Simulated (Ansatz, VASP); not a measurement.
## Two plane-wave programs on TiSi2

```
Ti Si
1.0
     1.76511   -6.75928    0.00000
     1.76511    6.75928    0.00000
     0.00000    0.00000    3.56517
Ti Si
2 4
Cartesian
  1.7651 -5.3653 2.6739
  1.7651 5.3653 0.8913
  1.7651 -0.7875 2.6739
  1.7651 0.7875 0.8913
  1.7651 3.3839 2.6739
  1.7651 -3.3839 0.8913
```

Alike in both runs: task single point; functional PBE; k mesh 6 × 6 × 6; occupations gaussian, width 0.1 eV; collinear spin.

|  | VASP | Ansatz |
| --- | --- | --- |
| version | VASP 6.6.1 | Ansatz 0.2.0 |
| potentials or method | VASP PAW PBE potentials, release 64 (Ti_sv, Si), cutoff 520 eV | scalar-relativistic, plane waves, PAW |
| valence electrons in the cell | 40 | 40 |

```csv
,VASP,Ansatz,Ansatz less VASP
gap on the k mesh at the Fermi level (eV),none,none,-
pressure (GPa),1.8,1.9,+0.04
"traceless stress, the component that is largest in VASP (GPa)",-0.20,-0.20,-0.005
rms of the force components (eV/Å),0.071,0.075,+0.0037
net moment per atom (μB),0.00,0.00,0.000
```

Atom by atom the forces differ by 0.004 eV/Å (rms over components). A gap of «none» marks a metal or a gap that the smearing closes. The functional is the same, so the differences come from potentials, cutoffs and numerics. Ansatz's warnings: seeded moment not kept.
